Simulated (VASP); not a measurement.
Runs of VASP 6.6.1 on Y4N. The structure is that of space group Pm-3m (No. 221), or close to it. The cells are those of the table. 

```tsv
task	spin	cell	k mesh	cutoff (eV)	gap on the mesh (eV)	pressure (GPa)	moment (μB)	relaxed volume (Å³/atom)
single point	off	a = 4.978 Å, 5 atoms	8 × 8 × 8	520	none	-0.1	-	-
single point	collinear, ferromagnetic start	a = 4.978 Å, 5 atoms	4 × 4 × 4	520	none	0.0	0.00	-
relaxation of cell and atoms	off	relaxed from a = 4.978 Å, 5 atoms	8 × 8 × 8	600	none	0.0	-	(a)
single point	off	a = 4.978 Å, 5 atoms	4 × 4 × 4	520	none	0.1	-	-
relaxation of cell and atoms	off	relaxed from a = 4.747 Å, 5 atoms	4 × 4 × 4	600	none	0.0	-	24.70
single point	off	a = 4.747 Å, 5 atoms	4 × 4 × 4	520	none	12.1	-	-
single point	collinear, ferromagnetic start	a = 4.747 Å, 5 atoms	4 × 4 × 4	520	none	12.1	0.00	-
```

Alike in all rows: level PBE; potentials or basis VASP PAW PBE potentials, release 64 (Y_sv, N); smearing gaussian 0.1 eV.

**Question.** Fill in the values left out.

**Answer.** (a) 24.62.

Caveats: the cell stands under pressure (at least some runs); the volume moved by over 15 % at a fixed basis, so the end points are rough (at least some runs).

A k mesh can miss the band edges, and the runs leave out spin-orbit coupling on Y.

A gap of «none» marks levels without a gap at the run's occupations.
